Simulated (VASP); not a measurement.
# Al4Te (Fd-3m) in VASP: single point with PBE

Aim: the single point of Al4Te with PBE.

All numbers are computed with VASP 6.6.1; they aren't measurements. Logs are shortened: lines on timing, memory, paths and dates and some standing lists are left out, and cuts for length are marked.

## 1. The cell of the first run

It takes space group Fd-3m (No. 227, cubic). The conventional cell has a = 10.116 Å, b = 10.116 Å, c = 10.116 Å, α = 90.00°, β = 90.00°, γ = 90.00°. Al (site symmetry 3m) has 1 Te at 2.21 Å within 2.9 Å. Within 2.9 Å of Te (site symmetry -43m) lie 4 Al at 2.21 Å.

## 2. Single point, PBE

Input file INCAR:

```
PREC     = Accurate       # precision mode
ENCUT    = 520            # plane-wave cutoff, eV
EDIFF    = 1E-6           # SCF threshold, eV
ISMEAR   = 0              # smearing method
SIGMA    = 0.1            # smearing width, eV
LREAL    = False          # projectors in reciprocal space
LASPH    = True           # aspherical terms in the spheres
NELM     = 60             # most SCF steps
ALGO     = Normal         # electronic algorithm
ISIF     = 2              # what is computed and relaxed
LWAVE    = False          # write WAVECAR
LCHARG   = True           # write CHGCAR
GGA      = PE             # functional
LELF     = True           # ELF
LVHAR    = True         
NBANDS   = 29             # bands
```

Input file KPOINTS:

```
regular mesh
0
Gamma
  4 4 4
```

Input file POSCAR:

```
Al4Te
1.0
    0.0000000000      5.0579697300      5.0579697300
    5.0579697300      0.0000000000      5.0579697300
    5.0579697300      5.0579697300      0.0000000000
Al Te
8 2
Direct
    0.3761259900      0.3761259900      0.3761259900
    0.3761259900      0.3761259900      0.8716220300
    0.3761259900      0.8716220300      0.3761259900
    0.8738740100      0.8738740100      0.3783779700
    0.8738740100      0.8738740100      0.8738740100
    0.8716220300      0.3761259900      0.3761259900
    0.8738740100      0.3783779700      0.8738740100
    0.3783779700      0.8738740100      0.8738740100
    0.0000000000      0.0000000000      0.0000000000
    0.2500000000      0.2500000000      0.2500000000
```

Potentials or basis: VASP PAW PBE potentials, release 64 (Al, Te).

On the command line:

```console
cat potpaw_PBE.64/Al/POTCAR potpaw_PBE.64/Te/POTCAR > POTCAR
mpirun -np 1 vasp_std > vasp.out
```

OUTCAR:

```text
PREC = Accurate
   ENCUT = 520
   EDIFF = 1E-6
   ISMEAR = 0
   LREAL = False
   LASPH = True
   NELM = 60
   ISIF = 2
   GGA = PE

 ion  position               nearest neighbor table
   1  0.376  0.376  0.376-  10 2.21
   2  0.376  0.376  0.872-  10 2.21
   3  0.376  0.872  0.376-  10 2.21
   4  0.874  0.874  0.378-   9 2.21
   5  0.874  0.874  0.874-   9 2.21
   6  0.872  0.376  0.376-  10 2.21
   7  0.874  0.378  0.874-   9 2.21
   8  0.378  0.874  0.874-   9 2.21
   9  0.000  0.000  0.000-   5 2.21   4 2.21   7 2.21   8 2.21
  10  0.250  0.250  0.250-   1 2.21   2 2.21   3 2.21   6 2.21

  LATTYP: Found a face centered cubic cell.
 ALAT       =    10.1159394600

  Lattice vectors:

 A1 = (   0.0000000000,   5.0579697300,   5.0579697300)
 A2 = (   5.0579697300,   0.0000000000,   5.0579697300)
 A3 = (   5.0579697300,   5.0579697300,   0.0000000000)

Analysis of symmetry for initial positions (statically):
=====================================================================
 Subroutine PRICEL returns:
 Original cell was already a primitive cell.

 Routine SETGRP: Setting up the symmetry group for a
 face centered cubic supercell.

 Subroutine GETGRP returns: Found 48 space group operations
 (whereof 24 operations were pure point group operations)
 out of a pool of 48 trial point group operations.

The static configuration has the point symmetry T_d .
 The point group associated with its full space group is O_h .

Analysis of symmetry for dynamics (positions and initial velocities):
=====================================================================
 Subroutine PRICEL returns:
 Original cell was already a primitive cell.

 Routine SETGRP: Setting up the symmetry group for a
 face centered cubic supercell.

 Subroutine GETGRP returns: Found 48 space group operations
 (whereof 24 operations were pure point group operations)
 out of a pool of 48 trial point group operations.

The dynamic configuration has the point symmetry T_d .
 The point group associated with its full space group is O_h .

 Subroutine INISYM returns: Found 48 space group operations
 (whereof 24 operations are pure point group operations),
 and found     1 'primitive' translations

----------------------------------------------------------------------------------------

                                     Primitive cell

  volume of cell :     258.7967

  direct lattice vectors                    reciprocal lattice vectors
     0.000000000  5.057969730  5.057969730    -0.098853893  0.098853893  0.098853893
     5.057969730  0.000000000  5.057969730     0.098853893 -0.098853893  0.098853893
     5.057969730  5.057969730  0.000000000     0.098853893  0.098853893 -0.098853893

  length of vectors
     7.153049390  7.153049390  7.153049390     0.171219966  0.171219966  0.171219966

  position of ions in fractional coordinates (direct lattice)
     0.376125990  0.376125990  0.376125990
     0.376125990  0.376125990  0.871622030
     0.376125990  0.871622030  0.376125990
     0.873874010  0.873874010  0.378377970
     0.873874010  0.873874010  0.873874010
     0.871622030  0.376125990  0.376125990
     0.873874010  0.378377970  0.873874010
     0.378377970  0.873874010  0.873874010
     0.000000000  0.000000000  0.000000000
     0.250000000  0.250000000  0.250000000

  ion indices of the primitive-cell ions
   primitive index   ion index
                 1           1
                 2           2
                 3           3
                 4           4
                 5           5
                 6           6
                 7           7
                 8           8
                 9           9
                10          10

----------------------------------------------------------------------------------------

 KPOINTS: regular mesh

Automatic generation of k-mesh.
 Grid dimensions read from file:
 generate k-points for:    4    4    4

 Generating k-lattice:

  Cartesian coordinates                     Fractional coordinates (reciprocal lattice)
    -0.024713473  0.024713473  0.024713473     0.250000000  0.000000000  0.000000000
     0.024713473 -0.024713473  0.024713473     0.000000000  0.250000000  0.000000000
     0.024713473  0.024713473 -0.024713473     0.000000000  0.000000000  0.250000000

  Length of vectors
     0.042804991  0.042804991  0.042804991

  Shift w.r.t. Gamma in fractional coordinates (k-lattice)
     0.000000000  0.000000000  0.000000000

 Subroutine IBZKPT returns following result:
 ===========================================

 Found      8 irreducible k-points:

 Following reciprocal coordinates:
            Coordinates               Weight
  0.000000  0.000000  0.000000      1.000000
  0.250000  0.000000  0.000000      8.000000
  0.500000  0.000000  0.000000      4.000000
  0.250000  0.250000  0.000000      6.000000
  0.500000  0.250000  0.000000     24.000000
 -0.250000  0.250000  0.000000     12.000000
  0.500000  0.500000  0.000000      3.000000
 -0.250000  0.500000  0.250000      6.000000
   k-points           NKPTS =      8   k-points in BZ     NKDIM =      8   number of bands    NBANDS=     29
   number of dos      NEDOS =    301   number of ions     NIONS =     10
   total plane-waves  NPLWV = 157464
   dimension x,y,z NGX =    54 NGY =   54 NGZ =   54
   dimension x,y,z NGXF=   108 NGYF=  108 NGZF=  108
   ions per type =               8   2
   NGX,Y,Z   is equivalent  to a cutoff of  12.55, 12.55, 12.55 a.u.
   NGXF,Y,Z  is equivalent  to a cutoff of  25.10, 25.10, 25.10 a.u.
 SYSTEM =  unknown system
   PREC   = accura    normal or accurate (medium, high low for compatibility)
   ISTART =      0    job   : 0-new  1-cont  2-samecut
   ICHARG =      2    charge: 1-file 2-atom 10-const
   ISPIN  =      1    spin polarized calculation?
   LNONCOLLINEAR =      F non collinear calculations
   LSORBIT =      F    spin-orbit coupling
   LASPH  =      T    aspherical Exc in radial PAW
   ENCUT  =  520.0 eV  38.22 Ry    6.18 a.u.  13.30 13.30 13.30*2*pi/ulx,y,z
   NELM   =     60;   NELMIN=  2; NELMDL= -5     # of ELM steps
   EDIFF  = 0.1E-05   stopping-criterion for ELM
   LREAL  =      F    real-space projection
   EDIFFG = 0.1E-04   stopping-criterion for IOM
   NSW    =      0    number of steps for IOM
   IBRION =     -1    ionic relax: 0-MD 1-quasi-New 2-CG
   NFREE  =      0    steps in history (QN), initial steepest desc. (CG)
   ISIF   =      2    stress and relaxation
   ISYM   =      2    0-nonsym 1-usesym 2-fastsym
   POTIM  = 0.5000    time-step for ionic-motion
   TEBEG  =    0.0;   TEEND  =   0.0 temperature during run
   PSTRESS=    0.0 pullay stress
   NELECT =      36.0000    total number of electrons
   NUPDOWN=      -1.0000    fix difference up-down
   EMIN   =  10.00;   EMAX   =-10.00  energy-range for DOS
   EFERMI =   0.00;   METHOD = LEGACY
   ISMEAR =     0;   SIGMA  =   0.10  broadening in eV -4-tet -1-fermi 0-gaus
   EFERMI_NEDOS =   21; number of points for ismear=-14 and -15
   IALGO  =     38    algorithm
   IMIX   =      4    mixing-type and parameters
     AMIX     =   0.40;   BMIX     =  1.00
     AMIX_MAG =   1.60;   BMIX_MAG =  1.00
  volume/ion in A,a.u.               =      25.88       174.64
  Fermi-wavevector in a.u.,A,eV,Ry     =   0.848248  1.602956  9.789724  0.719524
  Thomas-Fermi vector in A             =   1.963882
   LORBIT       =      0    0 simple, 1 ext, 2 COOP (PROOUT), +10 PAW based schemes
   GGA     = PE    functional components
   LHFCALC =     F    Hartree Fock is set to
   AEXX    =    0.0000 exact exchange contribution
   IVDW    =     0    specifies the selected vdW correction
   LEPSILON=     F    determine dielectric tensor
   LRPA    =     F    only Hartree local field effects (RPA)
 non-spin polarized calculation
 Gauss-broadening in eV      SIGMA  =   0.10
  energy-cutoff  :      520.00
  volume of cell :      258.80
 maximum number of plane-waves:      6982
 NGX is ok and might be reduce to    54
   NGX = 27   NGY = 27   NGZ = 27

 number of electron      36.0000000 magnetization

 Free energy of the ion-electron system (eV)
  ---------------------------------------------------
  ext. energy  EPLUGINS =         0.00000000
  ---------------------------------------------------
  free energy    TOTEN  =       -18.55678438 eV

  energy without entropy =      -18.52741028  energy(sigma->0) =      -18.54209733

 E-fermi :   5.1401     XC(G=0):  -8.8137

 val. band max:        5.1119304431   @ k =   0.5000   0.2500   0.0000
 cond. band min:       5.1986616714   @ k =  -0.2500   0.2500   0.0000
 fundamental gap:      0.0867312283
 Fermi energy:         5.1401279815

 k-point     1 :       0.0000    0.0000    0.0000
  band No.  band energies     occupation
      1      -9.7539      2.00000
      2      -9.2726      2.00000
      3      -2.0400      2.00000
      4      -2.0400      2.00000
      5      -2.0400      2.00000
      6      -1.9325      2.00000
[... 21 lines left out ...]
     28       8.4706      0.00000
     29       8.4706      0.00000

 k-point     2 :       0.2500    0.0000    0.0000
  band No.  band energies     occupation
      1      -9.7034      2.00000
      2      -9.3240      2.00000
      3      -2.5841      2.00000
      4      -2.2418      2.00000
      5      -2.2418      2.00000
      6      -1.7341      2.00000
[... 21 lines left out ...]
     28       8.9397      0.00000
     29       8.9701      0.00000

 k-point     3 :       0.5000    0.0000    0.0000
  band No.  band energies     occupation
      1      -9.6329      2.00000
      2      -9.3952      2.00000
      3      -2.8703      2.00000
      4      -2.3388      2.00000
      5      -2.3388      2.00000
      6      -1.6464      2.00000
[... 126 lines left out ...]
      5      -2.3046      2.00000
      6      -2.3046      2.00000
[... 21 lines left out ...]
     28       7.6280      0.00000
     29       9.3188      0.00000

 k-point     8 :      -0.2500    0.5000    0.2500
  band No.  band energies     occupation
      1      -9.5141      2.00000
      2      -9.5141      2.00000
      3      -2.7700      2.00000
      4      -2.7700      2.00000
      5      -2.0534      2.00000
      6      -2.0534      2.00000
[... 21 lines left out ...]
     28       7.3498      0.00000
     29       8.5735      0.00000

------------------------ aborting loop because EDIFF is reached ----------------------------------------

  FORCE on cell =-STRESS in cart. coord.  units (eV):
  Direction    XX          YY          ZZ          XY          YZ          ZX
  --------------------------------------------------------------------------------------
  -------------------------------------------------------------------------------------
  Total       28.4161025     28.4161025     28.4161025     -0.0000000      0.0000000      0.0000000
  in kB      175.9204874    175.9204874    175.9204874     -0.0000000      0.0000000      0.0000000
  external PRESSURE =     175.9204874 kB  Pullay stress =       0.0000000 kB

 VOLUME and BASIS-vectors are now :
 -----------------------------------------------------------------------------
  energy-cutoff  :      520.00
  volume of cell :      258.80
      direct lattice vectors                 reciprocal lattice vectors
     0.000000000  5.057969730  5.057969730    -0.098853893  0.098853893  0.098853893
     5.057969730  0.000000000  5.057969730     0.098853893 -0.098853893  0.098853893
     5.057969730  5.057969730  0.000000000     0.098853893  0.098853893 -0.098853893

 POSITION                                       TOTAL-FORCE (eV/Angst)
 -----------------------------------------------------------------------------------
      3.80487      3.80487      3.80487         4.491120      4.491120      4.491120
      6.31107      6.31107      3.80487        -4.491120     -4.491120      4.491120
      6.31107      3.80487      6.31107        -4.491120      4.491120     -4.491120
      6.33385      6.33385      8.84006         4.491120      4.491120     -4.491120
      8.84006      8.84006      8.84006        -4.491120     -4.491120     -4.491120
      3.80487      6.31107      6.31107         4.491120     -4.491120     -4.491120
      6.33385      8.84006      6.33385         4.491120     -4.491120      4.491120
      8.84006      6.33385      6.33385        -4.491120      4.491120      4.491120
      0.00000      0.00000      0.00000        -0.000000      0.000000      0.000000
      2.52898      2.52898      2.52898         0.000000      0.000000      0.000000
 -----------------------------------------------------------------------------------
    total drift:                                0.000000     -0.000000     -0.000000

  FREE ENERGIE OF THE ION-ELECTRON SYSTEM (eV)
  ---------------------------------------------------
  free  energy   TOTEN  =       -18.5567843836 eV

  energy  without entropy=      -18.5274102807  energy(sigma->0) =      -18.54209733
```

Wall time 2.6 min (1 thread of AMD EPYC 7R43 (Zen 3), shared host); peak memory 0.35 GiB.

What came out:

* Free energy: -18.5568 eV
* Pressure: 17.6 GPa
* Largest force: 7.779 eV/Å
* Band gap on the k mesh: zero (band 18 reaches 5.11 eV, above the bottom of band 19 at 4.94 eV)

Forces on the atoms (eV/Å):
```
Al   4.491  4.491  4.491
Al  -4.491 -4.491  4.491
Al  -4.491  4.491 -4.491
Al   4.491  4.491 -4.491
Al  -4.491 -4.491 -4.491
Al   4.491 -4.491 -4.491
Al   4.491 -4.491  4.491
Al  -4.491  4.491  4.491
Te   0.000  0.000  0.000
Te   0.000  0.000  0.000
```

Caveat: spin-orbit coupling is left out, which moves the levels of the heavy elements; forces of over 1 eV/Å act on the atoms, so gaps and moduli don't describe the material at rest.
